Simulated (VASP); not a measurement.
A run of VASP 6.6.1 is set up as follows.

INCAR

```
PREC = Accurate
ENCUT = 520
EDIFF = 1E-7
ISMEAR = 0
SIGMA = 0.02
LREAL = False
LASPH = True
NELM = 100
ALGO = Normal
ISIF = 2
LWAVE = False
LCHARG = False
GGA = PS
NBANDS = 35
```

The input KPOINTS:

```
Automatic mesh
0
Gamma
  6 6 8
```

File POSCAR:

```
SnO2
1.0
    4.7346172686      0.0000000000      0.0000000000
    0.0000000000      4.7347826803      0.0000000000
    0.0000000000      0.0000000000      3.2762187306
Sn O
2 4
Direct
    0.5000000000      0.5000000000      0.5000000000
    0.0000000000      0.0000000000      0.0000000000
    0.3068831448      0.3069550696      0.0000000000
    0.8068831448      0.1930449304      0.5000000000
    0.1931168552      0.8069550696      0.5000000000
    0.6931168552      0.6930449304      0.0000000000
```

Potentials or basis: VASP PAW PBE potentials, release 64 (Sn_d, O).

The run is started by

```sh
$ cat potpaw_PBE.64/Sn_d/POTCAR potpaw_PBE.64/O/POTCAR > POTCAR
$ mpirun -np 1 vasp_std > vasp.out
```

(1) What does it give for the pressure?

(2) Estimate the largest force.

Results:

(1) -1.3 GPa.

(2) 0.008 eV/Å.

Caveat: the PAW data sets were made with another functional, which shifts forces and pressure a little.
